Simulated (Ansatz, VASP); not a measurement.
# Two plane-wave programs on Ga

```
Ga
1.0
     2.64725    0.00000    0.00000
     0.00000    2.64725    0.00000
     0.00000    0.00000    2.64725
Ga
1
Direct
  0.00000 0.00000 0.00000
```

Alike in both runs: task single point; functional PBE; k mesh 19 × 19 × 19; occupations fermi-dirac, width 0.1 eV; no spin polarisation.

|  | VASP | Ansatz |
| --- | --- | --- |
| version | VASP 6.6.1 | Ansatz 0.2.0 |
| potentials or method | VASP PAW PBE potentials, release 64 (Ga_d), cutoff 520 eV | plane waves (420 eV) with PAW, scalar-relativistic |
| valence electrons in the cell | 13 | 13 |

Ansatz gave:

* pressure (GPa): 4.7

Question: What did VASP give for the same quantities?

Answer: Pressure (GPa): 4.8.
